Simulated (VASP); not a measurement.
Write the native input for VASP 6.6.1 that does the following.

```yaml
Task: relaxation of shape and atoms at fixed volume
Functional: PBEsol
Potentials_or_basis: VASP PAW PBE potentials, release 64 (Yb, B)
Cutoff: 600 eV
k_mesh: 14 × 14 × 10
Occupations: gaussian, width 0.05 eV
Spin: no spin polarisation
Dipole_correction: no
Further_INCAR_settings: ALGO = Normal; EDIFF = 1e-07; IBRION = 2; EDIFFG = -0.01; NSW = 60; ISIF = 4
```

The structure of YbB2 lies in POSCAR:

```
YbB2
1.0
    3.1797678201      0.0000000000      0.0000000000
   -1.5898839101      2.7537597103      0.0000000000
    0.0000000000      0.0000000000      3.7617692148
Yb B
1 2
Direct
    0.0000000000      0.0000000000      0.0000000000
    0.3333333333      0.6666666667      0.5000000000
    0.6666666667      0.3333333333      0.5000000000
```

One way to write it, as run:

INCAR

```
PREC = Accurate
ENCUT = 600
EDIFF = 1E-7
ISMEAR = 0
SIGMA = 0.05
LREAL = False
LASPH = True
NELM = 80
ALGO = Normal
ISIF = 4
LWAVE = False
LCHARG = False
GGA = PS
IBRION = 2
NSW = 60
EDIFFG = -0.01
```

KPOINTS

```
Automatic mesh
0
Gamma
  14 14 10
```

Potentials or basis: VASP PAW PBE potentials, release 64 (Yb, B).

Command:

```bash
$ cat potpaw_PBE.64/Yb/POTCAR potpaw_PBE.64/B/POTCAR > POTCAR
$ mpirun -np 1 vasp_std > vasp.out
```

It gave:

- Energy gained by relaxing: 0.0 meV/atom
- Ionic steps: 2
- Pressure after relaxing: 3.3 GPa
- Band gap on the k mesh: zero (bands 15 and 16 overlap by 1.39 eV)

Caveat: the PAW data sets were made with another functional, which shifts forces and pressure a little; spin-orbit coupling is left out, which moves the levels of the heavy elements.

It took 3.5 min on 1 thread of Intel(R) Xeon(R) Platinum 8559C (Emerald Rapids), with other jobs on the host, peak memory 0.28 GiB.
